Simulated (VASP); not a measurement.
Here is a VASP 6.6.1 calculation.

The input INCAR:

```
PREC = Accurate ; ENCUT = 520
EDIFF = 1E-7 ; ISMEAR = 0
SIGMA = 0.1 ; LREAL = F
LASPH = T ; NELM = 100
ALGO = Normal ; ISIF = 2
LWAVE = F ; LCHARG = F
GGA = PE ; NBANDS = 18
```

KPOINTS

```
Automatic mesh
0
Gamma
  6 6 4
```

POSCAR

```
SnC2
1.0
    3.3435179647      0.0000000000      0.0000000000
   -1.6717589824      2.8955714955      0.0000000000
    0.0000000000      0.0000000000      4.1544555680
Sn C
1 2
Direct
    0.0000000000      0.0000000000      0.0000000000
    0.6666666667      0.3333333333      0.6591044486
    0.6666666667      0.3333333333      0.3408955514
```

Potentials or basis: VASP PAW PBE potentials, release 64 (Sn_d, C).

Launch:

```sh
$ cat potpaw_PBE.64/Sn_d/POTCAR potpaw_PBE.64/C/POTCAR > POTCAR
$ mpirun -np 1 vasp_std > vasp.out
```

Problem. Predict the largest force.

Solution. 0.077 eV/Å.

Problem. Estimate the pressure.

Solution. 0.3 GPa.

Problem. Predict the band gap on the k mesh.

Solution. Zero (band 11 reaches 10.03 eV, above the bottom of band 12 at 5.83 eV).

Stress tensor (GPa, compression positive):
```
0.26 0.00 0.00
0.00 0.26 0.00
0.00 0.00 0.47
```

Caveat: the k points lie up to 0.38 Å⁻¹ apart; spin-orbit coupling is left out, which moves the levels of the heavy elements.
